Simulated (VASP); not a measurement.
# HfN (I4/mmm) in VASP: notebook, part 3 of 3

VASP 6.6.1.

### Step 5. Electric field gradients, LDA (zz strain of +1 %)

Contents of INCAR:

```
SYSTEM = HfN
  ALGO = Normal
  EDIFF = 1E-8
  ENCUT = 520
  ISIF = 2
  ISMEAR = -1
  LASPH = .True.
  LCHARG = .False.
  LEFG = .True.
  LREAL = .False.
  LWAVE = .False.
  NBANDS = 14
  NELM = 100
  PREC = Accurate
  SIGMA = 0.03
```

Contents of KPOINTS:

```
k-points
0
Gamma
  10 10 10
  0 0 0
```

Contents of POSCAR:

```
HfN
1.0
    0.0000000000      2.2590000000      2.2815900000
    2.2590000000      0.0000000000      2.2815900000
    2.2590000000      2.2590000000      0.0000000000
Hf N
1 1
Direct
    0.0000000000      0.0000000000      0.0000000000
    0.5000000000      0.5000000000      0.5000000000
```

Potentials or basis: VASP PAW LDA potentials, release 64 (Hf_pv, N).

Run with:

```
$ cat potpaw_LDA.64/Hf_pv/POTCAR potpaw_LDA.64/N/POTCAR > POTCAR
$ mpirun -np 1 vasp_std > vasp.out
```

OUTCAR:

```text
SYSTEM = HfN
   EDIFF = 1E-8
   ENCUT = 520
   ISIF = 2
   ISMEAR = -1
   LASPH = .True.
   LREAL = .False.
   NELM = 100
   PREC = Accurate

 ion  position               nearest neighbor table
   1  0.000  0.000  0.000-   2 2.26   2 2.26   2 2.26   2 2.26   2 2.28   2 2.28
   2  0.500  0.500  0.500-   1 2.26   1 2.26   1 2.26   1 2.26   1 2.28   1 2.28

  LATTYP: Found a body centered tetragonal cell.
 ALAT       =     3.1947084374
 C/A-ratio  =     1.4283556980

  Lattice vectors:

 A1 = (  -2.2590000000,   0.0000000000,   2.2815900000)
 A2 = (   2.2590000000,   0.0000000000,   2.2815900000)
 A3 = (   0.0000000000,   2.2590000000,  -2.2815900000)

Analysis of symmetry for initial positions (statically):
=====================================================================
 Subroutine PRICEL returns:
 Original cell was already a primitive cell.

 Routine SETGRP: Setting up the symmetry group for a
 body centered tetragonal supercell.

 Subroutine GETGRP returns: Found 16 space group operations
 (whereof 16 operations were pure point group operations)
 out of a pool of 16 trial point group operations.

The static configuration has the point symmetry D_4h.

Analysis of symmetry for dynamics (positions and initial velocities):
=====================================================================
 Subroutine PRICEL returns:
 Original cell was already a primitive cell.

 Routine SETGRP: Setting up the symmetry group for a
 body centered tetragonal supercell.

 Subroutine GETGRP returns: Found 16 space group operations
 (whereof 16 operations were pure point group operations)
 out of a pool of 16 trial point group operations.

[... 166 lines left out ...]
     11       9.7654      0.00000
     12      10.0626      0.00000
     13      10.1441      0.00000
     14      17.7335      0.00000
[... 377 lines left out ...]
      1     -23.5311      2.00000
      2     -23.1193      2.00000
      3     -23.0871      2.00000
      4      -7.6875      2.00000
      5       1.5934      2.00000
      6       3.5934      2.00000
      7       4.0912      2.00000
      8       5.6818      2.00000
      9      12.1111      0.00000
     10      12.6029      0.00000
     11      12.7126      0.00000
     12      12.9180      0.00000
     13      16.9729      0.00000
     14      19.1428      0.00000

 [... further k-points ...]
[... 5 lines left out ...]
  --------------------------------------------------------------------------------------
  -------------------------------------------------------------------------------------
  Total       -1.7249938     -1.7249938     -2.2522945      0.0000000      0.0000000     -0.0000000
  in kB     -118.6856108   -118.6856108   -154.9657418      0.0000000      0.0000000     -0.0000000
  external PRESSURE =    -130.7789878 kB  Pullay stress =       0.0000000 kB

 VOLUME and BASIS-vectors are now :
 -----------------------------------------------------------------------------
  energy-cutoff  :      520.00
  volume of cell :       23.29
      direct lattice vectors                 reciprocal lattice vectors
     0.000000000  2.259000000  2.281590000    -0.221336875  0.221336875  0.219145421
     2.259000000  0.000000000  2.281590000     0.221336875 -0.221336875  0.219145421
     2.259000000  2.259000000  0.000000000     0.221336875  0.221336875 -0.219145421

 POSITION                                       TOTAL-FORCE (eV/Angst)
 -----------------------------------------------------------------------------------
      0.00000      0.00000      0.00000        -0.000000      0.000000      0.000000
      2.25900      2.25900      2.28159         0.000000     -0.000000      0.000000
 -----------------------------------------------------------------------------------
    total drift:                                0.000000     -0.000000     -0.000000

  FREE ENERGIE OF THE ION-ELECTRON SYSTEM (eV)
  ---------------------------------------------------
  free  energy   TOTEN  =       -23.8170659099 eV

  energy  without entropy=      -23.8144419157  energy(sigma->0) =      -23.81575391

 Electric field gradients (V/A^2)
---------------------------------------------------------------------
 ion       V_xx      V_yy      V_zz      V_xy      V_xz      V_yz
---------------------------------------------------------------------
   1     -18.835   -18.835    37.669    -0.001    -0.000    -0.000
   2      -1.863    -1.863     3.726    -0.001    -0.000    -0.000
---------------------------------------------------------------------

 Electric field gradients after diagonalization (V/A^2)
 (convention: |V_zz| > |V_xx| > |V_yy|)
----------------------------------------------------------------------
 ion       V_xx      V_yy      V_zz     asymmetry (V_yy - V_xx)/ V_zz
----------------------------------------------------------------------
   1     -18.835   -18.834    37.669       0.000
   2      -1.864    -1.863     3.726       0.000
----------------------------------------------------------------------

           NMR quadrupolar parameters

 Cq : quadrupolar parameter    Cq=e*Q*V_zz/h
 eta: asymmetry parameters     (V_yy - V_xx)/ V_zz
 Q  : nuclear electric quadrupole moment in mb (millibarn)
----------------------------------------------------------------------
 ion       Cq(MHz)       eta       Q (mb)
----------------------------------------------------------------------
   1       0.091       0.000       1.000
   2       0.009       0.000       1.000
----------------------------------------------------------------------
```

stdout:

```text
POSCAR found type information on POSCAR HfN
 POSCAR found :  2 types and       2 ions
 scaLAPACK will be used
 LDA part: xc-table for (Slater(with rela. corr.)+CA(PZ))
 , standard interpolation
 POSCAR, INCAR and KPOINTS ok, starting setup
 FFT: planning ... GRIDC
 FFT: planning ... GRID_SOFT
 FFT: planning ... GRID
 WAVECAR not read
 entering main loop
ion   1

ion   2
```

It took 30 s on 1 thread of Intel Xeon Platinum 8259CL at 2.50GHz (Skylake/Cascade Lake), shared host; peak memory 0.15 GiB.

Results:

| Quantity | Value |
| --- | --- |
| Free energy | -23.8171 eV |
| Pressure | -13.1 GPa |

Levels at points of the mesh, in eV from the Fermi level:
```
           k point  band 4  band 5  band 6  band 7  band 8  band 9  band 10  band 11  band 12  band 13
(0.00, 0.00, 0.00)  -17.20   -3.00   -2.95   -2.95   -0.48   -0.37    -0.37     1.64     1.94     2.02
(0.50, 0.00, 0.00)  -14.44   -8.81   -6.14   -6.13    3.20    3.56     3.63     4.48     8.54     8.79
(0.50, 0.50, 0.00)  -16.10   -5.39   -3.78   -3.60   -3.60    3.97     5.39     5.39     5.53     7.73
(0.50, 0.00, 0.50)  -16.09   -5.28   -3.81   -3.67   -3.62    3.96     5.32     5.46     5.54     7.83
```

Electric field gradients, principal values (V/Å²):
```
atom    least   middle  greatest (by size)
1 Hf  -18.834  -18.835              37.669
 2 N   -1.863   -1.864               3.726
```

Caveat: the cell differs from its parent crystal (zz strain of +1 %); without QUAD_EFG the Cq values of the log hold for a quadrupole moment of 1 mb, not for the nuclei; spin-orbit coupling is left out, which moves the levels of the heavy elements.

### Step 6. Electric field gradients, LDA (equal xx and yy strain of +1 %)

Contents of INCAR:

```
ALGO = Normal
EDIFF = 1E-8
ENCUT = 520
ISIF = 2
ISMEAR = -1
LASPH = T
LCHARG = F
LEFG = T
LREAL = F
LWAVE = F
NBANDS = 14
NELM = 60
PREC = Accurate
SIGMA = 0.03
```

Contents of KPOINTS:

```
k-points
0
Gamma
  10 10 10
```

Contents of POSCAR:

```
HfN
1.0
    0.0000000000      2.2815900000      2.2590000000
    2.2815900000      0.0000000000      2.2590000000
    2.2815900000      2.2815900000      0.0000000000
Hf N
1 1
Direct
    0.0000000000      0.0000000000      0.0000000000
    0.5000000000      0.5000000000      0.5000000000
```

Potentials or basis: VASP PAW LDA potentials, release 64 (Hf_pv, N).

Run with:

```
$ cat potpaw_LDA.64/Hf_pv/POTCAR potpaw_LDA.64/N/POTCAR > POTCAR
$ mpirun -np 1 vasp_std > vasp.out
```

OUTCAR:

```text
EDIFF = 1E-8
   ENCUT = 520
   ISIF = 2
   ISMEAR = -1
   LASPH = T
   LREAL = F
   NELM = 60
   PREC = Accurate

 ion  position               nearest neighbor table
   1  0.000  0.000  0.000-   2 2.26   2 2.26   2 2.28   2 2.28   2 2.28   2 2.28
   2  0.500  0.500  0.500-   1 2.26   1 2.26   1 2.28   1 2.28   1 2.28   1 2.28

  LATTYP: Found a body centered tetragonal cell.
 ALAT       =     3.2266555218
 C/A-ratio  =     1.4002114479

  Lattice vectors:

 A1 = (   0.0000000000,  -2.2815900000,  -2.2590000000)
 A2 = (   0.0000000000,   2.2815900000,  -2.2590000000)
 A3 = (   2.2815900000,   0.0000000000,   2.2590000000)
[... 619 lines left out ...]
  free  energy   TOTEN  =       -23.7963266811 eV

  energy  without entropy=      -23.7935740180  energy(sigma->0) =      -23.79495035

 Electric field gradients (V/A^2)
---------------------------------------------------------------------
 ion       V_xx      V_yy      V_zz      V_xy      V_xz      V_yz
---------------------------------------------------------------------
   1      19.045    19.045   -38.089    -0.000    -0.000    -0.000
   2       1.859     1.859    -3.719    -0.000    -0.001    -0.001
---------------------------------------------------------------------

 Electric field gradients after diagonalization (V/A^2)
 (convention: |V_zz| > |V_xx| > |V_yy|)
----------------------------------------------------------------------
 ion       V_xx      V_yy      V_zz     asymmetry (V_yy - V_xx)/ V_zz
----------------------------------------------------------------------
   1      19.045    19.044   -38.089       0.000
   2       1.860     1.859    -3.719       0.000
----------------------------------------------------------------------

           NMR quadrupolar parameters

 Cq : quadrupolar parameter    Cq=e*Q*V_zz/h
 eta: asymmetry parameters     (V_yy - V_xx)/ V_zz
 Q  : nuclear electric quadrupole moment in mb (millibarn)
----------------------------------------------------------------------
 ion       Cq(MHz)       eta       Q (mb)
----------------------------------------------------------------------
   1      -0.092       0.000       1.000
   2      -0.009       0.000       1.000
----------------------------------------------------------------------
```

OSZICAR:

```text
N       E                     dE             d eps       ncg     rms          rms(c)
DAV:   1     0.336801039335E+02    0.33680E+02   -0.78499E+03  2856   0.101E+03
DAV:   2    -0.249903090716E+02   -0.58670E+02   -0.54636E+02  3660   0.222E+02
DAV:   3    -0.267792229625E+02   -0.17889E+01   -0.17808E+01  3314   0.314E+01
DAV:   4    -0.267858266441E+02   -0.66037E-02   -0.66022E-02  3438   0.227E+00
DAV:   5    -0.267858693997E+02   -0.42756E-04   -0.42757E-04  3252   0.155E-01    0.483E+01
DAV:   6    -0.239735142088E+02    0.28124E+01   -0.86013E+00  3024   0.218E+01    0.420E+01
DAV:   7    -0.238386798979E+02    0.13483E+00   -0.48032E-01  3630   0.526E+00    0.266E+01
DAV:   8    -0.238025559293E+02    0.36124E-01   -0.14381E-01  3480   0.309E+00    0.532E+00
DAV:   9    -0.237964235489E+02    0.61324E-02   -0.14070E-02  3318   0.973E-01    0.186E+00
DAV:  10    -0.237963509425E+02    0.72606E-04   -0.77944E-04  3688   0.233E-01    0.331E-01
DAV:  11    -0.237963273643E+02    0.23578E-04   -0.62701E-05  3324   0.678E-02    0.633E-02
DAV:  12    -0.237963267157E+02    0.64859E-06   -0.57784E-06  3632   0.196E-02    0.831E-03
DAV:  13    -0.237963266806E+02    0.35066E-07   -0.12892E-07  3240   0.341E-03    0.291E-03
DAV:  14    -0.237963266811E+02   -0.45770E-09   -0.64625E-09  2262   0.723E-04
   1 F= -.23796327E+02 E0= -.23794950E+02  d E =-.275266E-02
```

It took 31 s on 1 thread of Intel Xeon Platinum 8259CL at 2.50GHz (Skylake/Cascade Lake), shared host; peak memory 0.15 GiB.

What came out:

| Item | Value |
| --- | --- |
| Free energy | -23.7963 eV |
| Pressure | -15.5 GPa |

Electric field gradients, principal values (V/Å²):
| atom | least | middle | greatest (by size) |
| --- | --- | --- | --- |
| 1 Hf | 19.044 | 19.045 | -38.089 |
| 2 N | 1.859 | 1.860 | -3.719 |

Caveat: the cell differs from its parent crystal (equal xx and yy strain of +1 %); without QUAD_EFG the Cq values of the log hold for a quadrupole moment of 1 mb, not for the nuclei; spin-orbit coupling is left out, which moves the levels of the heavy elements.

### Step 7. Summary

| cell | gap on the mesh (eV) | pressure (GPa) |
| --- | --- | --- |
| a = 3.163, b = 3.163, c = 3.195 Å, angles 59.7, 59.7, 60.7°, 2 atoms | none | -4.8 |
| a = 3.147, b = 3.147, c = 3.195 Å, angles 59.5, 59.5, 61.0°, 2 atoms | none | -1.4 |
| a = 3.211, b = 3.211, c = 3.195 Å, angles 60.2, 60.2, 59.7°, 2 atoms | none | -13.1 |
| a = 3.211, b = 3.211, c = 3.227 Å, angles 59.8, 59.8, 60.3°, 2 atoms | none | -15.5 |

Alike in all rows: task electric field gradients; level LDA; potentials or basis VASP PAW LDA potentials, release 64 (Hf_pv, N); no spin polarisation; k mesh 10 × 10 × 10; cutoff (eV) 520; smearing fermi-dirac 0.03 eV.

Caveats: spin-orbit coupling is left out, which moves the levels of the heavy elements.

Total energies depend on the potentials used, so only differences within one code and one set of settings carry meaning.
